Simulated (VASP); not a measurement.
HfN, 4 atoms in the cell. It takes space group P6_3/mmc (No. 194, hexagonal). Conventional cell: a = 3.034 Å, b = 3.034 Å, c = 5.241 Å, α = 90.00°, β = 90.00°, γ = 120.00°. Within 2.9 Å of Hf (site symmetry -6m2) lie 6 N at 2.19 Å. Within 2.9 Å of N (site symmetry -3m) lie 6 Hf at 2.19 Å and 2 N at 2.62 Å. 

* Program: VASP 6.6.1
* Task: single point
* Functional: PBE
* Potentials or basis: VASP PAW PBE potentials, release 64 (Hf_pv, N)
* Cutoff: 520 eV
* k mesh: 18 × 18 × 8
* Occupations: gaussian, width 0.1 eV
* Spin: no spin polarisation
* Dipole correction: no
* Further INCAR settings: ALGO = Normal; EDIFF = 1e-06; NBANDS = 23

Potentials or basis: VASP PAW PBE potentials, release 64 (Hf_pv, N).

The run is started by

```bash
$ cat potpaw_PBE.64/Hf_pv/POTCAR potpaw_PBE.64/N/POTCAR > POTCAR
$ mpirun -np 1 vasp_std > vasp.out
```

Hardware: 1 thread of AMD EPYC 7R43 64-Core Processor (Zen 3), with other jobs on the host.

Task: How long does it take, and how much memory?

Result: It took 4.4 min on 1 thread of AMD EPYC 7R43 64-Core Processor (Zen 3) (shared host), peak memory 0.24 GiB. Counts: scf iterations 13, k points 185.
